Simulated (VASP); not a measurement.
# Mg8HO8 (a cell with a defect) in VASP: single point with PBE+D3(BJ)

Aim: the single point of Mg8HO8 (a cell with a defect) with PBE+D3(BJ).

Everything below comes from runs of VASP 6.6.1. Logs are shortened: lines on timing, memory, paths and dates and some standing lists are left out, and cuts for length are marked.

### Step 1. The cell of the first run

The cell holds a defect, 17 atoms: a = 5.457 Å, b = 5.457 Å, c = 5.457 Å, α = 60.00°, β = 60.00°, γ = 60.00°.

### Step 2. Single point, PBE+D3(BJ), collinear spin

File INCAR:

```
PREC = Accurate ; ENCUT = 520
EDIFF = 1E-6 ; ISMEAR = 0
SIGMA = 0.05 ; LREAL = Auto
LASPH = T ; NELM = 150
ALGO = Normal ; ISIF = 2
LWAVE = F ; LCHARG = F
ISPIN = 2 ; MAGMOM = 0 0 0 0 0 0 0 0 0.08 0.08 0 0.08 0 0.08 0 0 0.33
LORBIT = 11 ; GGA = PE
IVDW = 12 ; NBANDS = 50
```

File KPOINTS:

```
regular mesh
0
Gamma
  2 2 2
```

File POSCAR:

```
Mg8HO8
1.0
    0.0000000000      3.8590000000      3.8590000000
    3.8590000000      0.0000000000      3.8590000000
    3.8590000000      3.8590000000      0.0000000000
Mg O H
8 8 1
Direct
   -0.0214340503     -0.0003723763      0.0214876911
    0.0054949469     -0.0038818347      0.5051855403
   -0.0087739052      0.5005266909      0.0088285825
    0.0058174398      0.4929560767      0.5054287380
    0.4946256802      0.0041478362     -0.0057630215
    0.5217933402     -0.0004813423      0.4782615963
    0.4948682301      0.5067446230     -0.0054411765
    0.5091098730      0.5004444157      0.4909435087
    0.2528471107      0.2474361233      0.2525900492
    0.2501357865      0.2835459964      0.7499188909
    0.2475391293      0.7527933402      0.2471146670
    0.2501646800      0.7192009588      0.7498892200
    0.7501302151      0.2536857994      0.2499242032
    0.7529391034      0.2473933662      0.7525146411
    0.7502315367      0.7463852034      0.2498233998
    0.7474646281      0.7528186059      0.7472075667
    0.2501782845      0.0032150816      0.7498769111
```

Potentials or basis: VASP PAW PBE potentials, release 64 (Mg, O, H).

Command:

```sh
cat potpaw_PBE.64/Mg/POTCAR potpaw_PBE.64/O/POTCAR potpaw_PBE.64/H/POTCAR > POTCAR
mpirun -np 1 vasp_std > vasp.out
```

OUTCAR:

```text
PREC = Accurate
   ENCUT = 520
   EDIFF = 1E-6
   ISMEAR = 0
   LREAL = Auto
   LASPH = T
   NELM = 150
   ISIF = 2
   ISPIN = 2
   LORBIT = 11
   GGA = PE
   IVDW = 12
 IVDW          = 12

 ion  position               nearest neighbor table
   1  0.979  1.000  0.021-  17 1.48  15 1.86  13 1.86  14 1.91  11 1.91  12 2.13  10 2.14   6 2.49
                             5 2.71   4 2.71   7 2.71   2 2.71   3 2.72   3 2.73   2 2.76   7 2.76
   2  0.005  0.996  0.505-  12 1.90  14 1.92   9 1.92  16 1.94  11 1.94  13 1.97   1 2.71   6 2.71
                             4 2.71   3 2.73   8 2.73   5 2.73   5 2.73   8 2.73   3 2.73   4 2.74
   3  0.991  0.501  0.009-  10 1.84  12 1.85  15 1.88  13 1.88  16 1.95   9 1.95   8 2.63   1 2.72
                             7 2.73   2 2.73   5 2.73   4 2.73   4 2.73   5 2.73   2 2.73   7 2.73
   4  0.006  0.493  0.505-  10 1.90   9 1.92  14 1.92  11 1.94  16 1.94  15 1.97   6 2.71   1 2.71
                             2 2.71   8 2.73   3 2.73   7 2.73   3 2.73   7 2.73   8 2.73   2 2.74
   5  0.495  0.004  0.994-  10 1.90  16 1.92  11 1.92  14 1.94   9 1.94  15 1.97   6 2.71   1 2.71
                             7 2.71   8 2.73   3 2.73   2 2.73   3 2.73   2 2.73   8 2.73   7 2.74
   6  0.522  1.000  0.478-  17 1.48  15 1.86  13 1.86  16 1.91   9 1.91  12 2.13  10 2.14   1 2.49
                             4 2.71   5 2.71   2 2.71   7 2.71   8 2.72   8 2.73   7 2.76   2 2.76
   7  0.495  0.507  0.995-  12 1.90  11 1.92  16 1.92   9 1.94  14 1.94  13 1.97   1 2.71   6 2.71
                             5 2.71   3 2.73   8 2.73   4 2.73   4 2.73   8 2.73   3 2.73   5 2.74
   8  0.509  0.500  0.491-  10 1.84  12 1.85  15 1.88  13 1.88  11 1.95  14 1.95   3 2.63   6 2.72
                             2 2.73   7 2.73   4 2.73   5 2.73   5 2.73   4 2.73   7 2.73   2 2.73
   9  0.253  0.247  0.253-   6 1.91   4 1.92   2 1.92   7 1.94   5 1.94   3 1.95
  10  0.250  0.284  0.750-   8 1.84   3 1.84   5 1.90   4 1.90   1 2.14   6 2.14
  11  0.248  0.753  0.247-   1 1.91   5 1.92   7 1.92   2 1.94   4 1.94   8 1.95
  12  0.250  0.719  0.750-   3 1.85   8 1.85   7 1.90   2 1.90   6 2.13   1 2.13
  13  0.750  0.254  0.250-   1 1.86   6 1.86   8 1.88   3 1.88   2 1.97   7 1.97
  14  0.753  0.247  0.753-   1 1.91   4 1.92   2 1.92   7 1.94   5 1.94   8 1.95
  15  0.750  0.746  0.250-   6 1.86   1 1.86   3 1.88   8 1.88   4 1.97   5 1.97
  16  0.747  0.753  0.747-   6 1.91   5 1.92   7 1.92   2 1.94   4 1.94   3 1.95
  17  0.250  0.003  0.750-   1 1.48   6 1.48

  LATTYP: Found a face centered cubic cell.
 ALAT       =     7.7180000000

  Lattice vectors:

 A1 = (   0.0000000000,   3.8590000000,   3.8590000000)
 A2 = (   3.8590000000,   0.0000000000,   3.8590000000)
 A3 = (   3.8590000000,   3.8590000000,   0.0000000000)

Analysis of symmetry for initial positions (statically):
=====================================================================
 Subroutine PRICEL returns:
 Original cell was already a primitive cell.

 Routine SETGRP: Setting up the symmetry group for a
 face centered cubic supercell.

 Subroutine GETGRP returns: Found  2 space group operations
 (whereof  1 operations were pure point group operations)
 out of a pool of 48 trial point group operations.

The static configuration has the point symmetry C_1 .
 The point group associated with its full space group is C_1h.

Analysis of symmetry for dynamics (positions and initial velocities):
=====================================================================
 Subroutine PRICEL returns:
 Original cell was already a primitive cell.

 Routine SETGRP: Setting up the symmetry group for a
 face centered cubic supercell.

 Subroutine GETGRP returns: Found  2 space group operations
 (whereof  1 operations were pure point group operations)
 out of a pool of 48 trial point group operations.

The dynamic configuration has the point symmetry C_1 .
 The point group associated with its full space group is C_1h.

Analysis of structural, dynamic, and magnetic symmetry:
=====================================================================
 Subroutine PRICEL returns:
 Original cell was already a primitive cell.

 Routine SETGRP: Setting up the symmetry group for a
 face centered cubic supercell.

 Subroutine GETGRP returns: Found  1 space group operations
 (whereof  1 operations were pure point group operations)
 out of a pool of 48 trial point group operations.

The overall configuration has the point symmetry C_1 .

 Subroutine INISYM returns: Found  1 space group operations
 (whereof  1 operations are pure point group operations),
 and found     1 'primitive' translations

[... 104 lines left out ...]
   LASPH  =      T    aspherical Exc in radial PAW
   ENCUT  =  520.0 eV  38.22 Ry    6.18 a.u.  10.15 10.15 10.15*2*pi/ulx,y,z
   NELM   =    150;   NELMIN=  2; NELMDL= -5     # of ELM steps
   EDIFF  = 0.1E-05   stopping-criterion for ELM
   LREAL  =      T    real-space projection
   EDIFFG = 0.1E-04   stopping-criterion for IOM
   NSW    =      0    number of steps for IOM
   IBRION =     -1    ionic relax: 0-MD 1-quasi-New 2-CG
   NFREE  =      0    steps in history (QN), initial steepest desc. (CG)
   ISIF   =      2    stress and relaxation
   ISYM   =      2    0-nonsym 1-usesym 2-fastsym
   POTIM  = 0.5000    time-step for ionic-motion
   TEBEG  =    0.0;   TEEND  =   0.0 temperature during run
   PSTRESS=    0.0 pullay stress
   NELECT =      65.0000    total number of electrons
   NUPDOWN=      -1.0000    fix difference up-down
   EMIN   =  10.00;   EMAX   =-10.00  energy-range for DOS
   EFERMI =   0.00;   METHOD = LEGACY
   ISMEAR =     0;   SIGMA  =   0.05  broadening in eV -4-tet -1-fermi 0-gaus
   EFERMI_NEDOS =   21; number of points for ismear=-14 and -15
   IALGO  =     38    algorithm
   IMIX   =      4    mixing-type and parameters
     AMIX     =   0.40;   BMIX     =  1.00
     AMIX_MAG =   1.60;   BMIX_MAG =  1.00
  volume/ion in A,a.u.               =       6.76        45.62
  Fermi-wavevector in a.u.,A,eV,Ry     =   1.353821  2.558350 24.937175  1.832831
  Thomas-Fermi vector in A             =   2.481044
   LORBIT       =     11    0 simple, 1 ext, 2 COOP (PROOUT), +10 PAW based schemes
   GGA     = PE    functional components
   LHFCALC =     F    Hartree Fock is set to
   AEXX    =    0.0000 exact exchange contribution
   IVDW    =    12    specifies the selected vdW correction
   LEPSILON=     F    determine dielectric tensor
   LRPA    =     F    only Hartree local field effects (RPA)
 spin polarized calculation
 Gauss-broadening in eV      SIGMA  =   0.05
  energy-cutoff  :      520.00
  volume of cell :      114.94
 maximum number of plane-waves:      3119
 NGX is ok and might be reduce to    42
   NGX = 21   NGY = 21   NGZ = 21

 number of electron      64.9999990 magnetization       0.0000236

 number of electron      64.9999990 magnetization      -0.0000341

 Free energy of the ion-electron system (eV)
  ---------------------------------------------------
  ext. energy  EPLUGINS =         0.00000000
  ---------------------------------------------------
  free energy    TOTEN  =       -84.20950098 eV

  energy without entropy =      -84.20950098  energy(sigma->0) =      -84.20950098

 E-fermi :  10.4188     XC(G=0): -12.4848

 val. band max:       10.1575912685   @ k =   0.5000   0.0000   0.5000
 cond. band min:      11.4604877709   @ k =   0.0000   0.5000   0.0000
 fundamental gap:      1.3028965024
 Fermi energy:        10.4187543569

 spin component 1

 k-point     1 :       0.0000    0.0000    0.0000
  band No.  band energies     occupation
      1     -13.4243      1.00000
      2     -11.5214      1.00000
      3     -11.4977      1.00000
      4     -11.1452      1.00000
      5     -11.1428      1.00000
      6     -10.9604      1.00000
[... 365 lines left out ...]
     43      18.7382      0.00000
     44      18.9005      0.00000
 Fermi energy:        10.4187543569

 spin component 2

 k-point     1 :       0.0000    0.0000    0.0000
  band No.  band energies     occupation
      1     -13.4243      1.00000
      2     -11.5214      1.00000
      3     -11.4977      1.00000
      4     -11.1452      1.00000
      5     -11.1428      1.00000
      6     -10.9604      1.00000
[... 365 lines left out ...]
     43      18.7382      0.00000
     44      18.9005      0.00000
 [bands above 44 left out]

------------------------ aborting loop because EDIFF is reached ----------------------------------------

 Edisp (eV)   -6.38828

 E8    (eV) :    -2.4864

  FORCE on cell =-STRESS in cart. coord.  units (eV):
  Direction    XX          YY          ZZ          XY          YZ          ZX
  --------------------------------------------------------------------------------------
  -------------------------------------------------------------------------------------
  Total      65.88474    52.26140    65.85607     0.00015     0.00003    -0.83190
  in kB     918.41950   728.51303   918.01977     0.00204     0.00047   -11.59650
  external pressure =      854.98 kB  Pullay stress =        0.00 kB

 VOLUME and BASIS-vectors are now :
 -----------------------------------------------------------------------------
  energy-cutoff  :      520.00
  volume of cell :      114.94
      direct lattice vectors                 reciprocal lattice vectors
     0.000000000  3.859000000  3.859000000    -0.129567245  0.129567245  0.129567245
     3.859000000  0.000000000  3.859000000     0.129567245 -0.129567245  0.129567245
     3.859000000  3.859000000  0.000000000     0.129567245  0.129567245 -0.129567245

 POSITION                                       TOTAL-FORCE (eV/Angst)
 -----------------------------------------------------------------------------------
      3.94048      3.85921      7.63385         0.008596      0.000118      0.007724
      5.79353      1.97072      3.86522        -0.002347     -0.008312      0.001703
      1.96560      3.85921      5.75667        -0.013004     -0.000004      0.002117
      3.85277      1.97290      1.92477         0.017709     -0.014639      0.012223
      3.85277      5.74552      1.92477         0.017709      0.015370      0.012446
      5.70275      3.85921      5.87074         0.009161     -0.000176      0.009972
[... 9 lines left out ...]
      5.78860      5.76794      5.78959         0.005856      0.001981     -0.012855
      2.90618      3.85921      0.97784        -0.011457      0.000091     -0.009855
 -----------------------------------------------------------------------------------
    total drift:                                0.003184     -0.001300     -0.001236

  FREE ENERGIE OF THE ION-ELECTRON SYSTEM (eV)
  ---------------------------------------------------
  free  energy   TOTEN  =       -90.5977804194 eV

  energy  without entropy=      -90.5977804194  energy(sigma->0) =      -90.59778042

 total charge

# of ion       s       p       d       tot
------------------------------------------
    1        0.216   0.315   0.172   0.703
    2        0.195   0.286   0.152   0.632
    3        0.209   0.315   0.175   0.699
    4        0.195   0.285   0.152   0.632
    5        0.195   0.285   0.152   0.632
    6        0.216   0.315   0.172   0.703
[... 9 lines left out ...]
   16        1.554   3.734   0.000   5.288
   17        0.658   0.032   0.000   0.690
--------------------------------------------------
tot         14.792  32.230   1.299  48.322

 magnetization (x)

# of ion       s       p       d       tot
------------------------------------------
    1        0.000   0.000   0.000   0.000
    2        0.000   0.000   0.000   0.000
    3        0.000   0.000   0.000   0.000
    4        0.000   0.000   0.000   0.000
    5        0.000   0.000   0.000   0.000
    6        0.000   0.000   0.000   0.000
[... 9 lines left out ...]
   16        0.000   0.000   0.000   0.000
   17        0.000  -0.000   0.000   0.000
--------------------------------------------------
tot          0.000  -0.000   0.000  -0.000
```

It took 5.7 min on 1 thread of Intel Xeon 6975P-C, shared host; peak memory 0.38 GiB.

Results:

```yaml
Free_energy: -90.5978 eV
Pressure: 85.5 GPa
Largest_force: 0.081 eV/Å
Net_moment: 0.00 μB per cell
Valence_electrons_inside_the_program's_atomic_spheres: Mg 0.70, 0.63; O 5.29, 5.26, 5.25, 5.32; H 0.69
Dispersion_energy_per_atom: -0.376 eV
```

Forces in eV/Å, atoms in the order of the input:
```
Mg   0.009  0.000  0.008
Mg  -0.002 -0.008  0.002
Mg  -0.013  0.000  0.002
Mg   0.018 -0.015  0.012
Mg   0.018  0.015  0.012
Mg   0.009  0.000  0.010
Mg  -0.002  0.008  0.002
Mg   0.012  0.000 -0.003
O    0.006 -0.002 -0.013
O   -0.058  0.000 -0.057
O   -0.006  0.005  0.011
O    0.028  0.000  0.037
O    0.022  0.000  0.030
O   -0.005 -0.005  0.011
O   -0.029  0.000 -0.041
O    0.006  0.002 -0.013
H   -0.011  0.000 -0.010
```

Caveat: the k points lie up to 0.71 Å⁻¹ apart.
